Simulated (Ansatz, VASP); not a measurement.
**Two plane-wave programs on Pt2C**

```
Pt C
1.0
    -1.37982    1.37982    4.96221
     1.37982   -1.37982    4.96221
     1.37982    1.37982   -4.96221
Pt C
2 1
Direct
  0.63861 0.63861 0.00000
  0.36139 0.36139 0.00000
  0.00000 0.00000 0.00000
```

Alike in both runs: functional PBE; k mesh 8 × 8 × 8; occupations gaussian, width 0.1 eV; no spin polarisation.

Ansatz relaxed the structure, and its values are those at the end. VASP's run is a single point on that final structure, the one shown.

|  | VASP | Ansatz |
| --- | --- | --- |
| version | VASP 6.6.1 | Ansatz 0.2.0 |
| potentials or method | VASP PAW PBE potentials, release 64 (Pt, C), cutoff 520 eV | scalar-relativistic, plane waves, PAW |
| valence electrons in the cell | 24 | 40 |

|  | VASP | Ansatz | Ansatz less VASP |
| --- | --- | --- | --- |
| gap on the k mesh at the Fermi level (eV) | none | none | - |
| pressure (GPa) | -0.2 | 0.1 | +0.29 |
| rms of the force components (eV/Å) | 0.004 | 0.001 | -0.0032 |

A gap of «none» marks a metal or a gap that the smearing closes. With one functional, cell and mesh, what is left measures potentials, basis and numerics. VASP's potentials hold 24 valence electrons a cell and Ansatz's 40, so a difference there can come from the potentials and not from the codes.

The k mesh is coarse, so the values compare programs but aren't converged. Neither program's run includes spin-orbit coupling.
